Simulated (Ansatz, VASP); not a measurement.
**Two plane-wave programs on InAgTe2**

```
Ag Te In
1.0
    -3.25721    3.25721    6.42571
     3.25721   -3.25721    6.42571
     3.25721    3.25721   -6.42571
Ag Te In
2 4 2
Direct
  0.00000 0.00000 0.00000
  0.75000 0.25000 0.50000
  0.37500 0.37195 0.49695
  0.12195 0.62500 0.99695
  0.87500 0.87805 0.50305
  0.62805 0.12500 0.00305
  0.50000 0.50000 0.00000
  0.25000 0.75000 0.50000
```

Alike in both runs: task single point; functional LDA; k mesh 6 × 6 × 6; occupations fermi-dirac, width 0.02 eV; no spin polarisation.

```csv
,VASP,Ansatz
version,VASP 6.6.1,Ansatz 0.2.0
potentials or method,"VASP PAW LDA potentials, release 64 (Ag, Te, In_d)","plane waves, PAW"
plane-wave cutoff (eV),500,420
valence electrons in the cell,72,128
```

Ansatz gave:

| Property | Result |
| --- | --- |
| pressure (GPa) | -2.7 |
| rms of the force components (eV/Å) | 0.091 |

Problem. What did VASP give for the same quantities?

Solution. Pressure (GPa): -2.7; rms of the force components (eV/Å): 0.093.

LDA's correlation is that of Perdew and Zunger in VASP and of Perdew and Wang (1992) in Ansatz. VASP's potentials hold 72 valence electrons a cell and Ansatz's 128, so a difference there can come from the potentials and not from the codes.

Neither program's run includes spin-orbit coupling.
